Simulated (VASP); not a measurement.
A run of VASP 6.6.1 is set up as follows.

The input INCAR:

```
SYSTEM = TiPd3
PREC = Accurate
ENCUT = 520
EDIFF = 1E-7
ISMEAR = -1
SIGMA = 0.05
LREAL = .False.
LASPH = .True.
NELM = 80
ALGO = Normal
ISIF = 2
LWAVE = .False.
LCHARG = .False.
NBANDS = 29
```

KPOINTS

```
regular mesh
0
Gamma
  11 11 11
  0 0 0
```

The input POSCAR:

```
TiPd3
1.0
    3.8200000000      0.0000000000      0.0000000000
    0.0000000000      3.8200000000      0.0000000000
    0.0000000000      0.0000000000      3.7818000000
Ti Pd
1 3
Direct
    0.0000000000      0.0000000000      0.0000000000
    0.0000000000      0.5000000000      0.5000000000
    0.5000000000      0.0000000000      0.5000000000
    0.5000000000      0.5000000000      0.0000000000
```

Potentials or basis: VASP PAW LDA potentials, release 64 (Ti_sv, Pd).

Run with:

```sh
$ cat potpaw_LDA.64/Ti_sv/POTCAR potpaw_LDA.64/Pd/POTCAR > POTCAR
$ mpirun -np 1 vasp_std > vasp.out
```

**Question.** Predict the band gap on the k mesh.

**Answer.** Zero (band 21 reaches 12.97 eV, above the bottom of band 22 at 11.59 eV).

**Question.** Estimate the pressure.

**Answer.** 5.2 GPa.

Stress tensor (GPa, compression positive):
```
4.67 0.00 0.00
0.00 4.67 0.00
0.00 0.00 6.30
```

Caveat: the cell differs from its parent crystal (zz strain of -1 %).
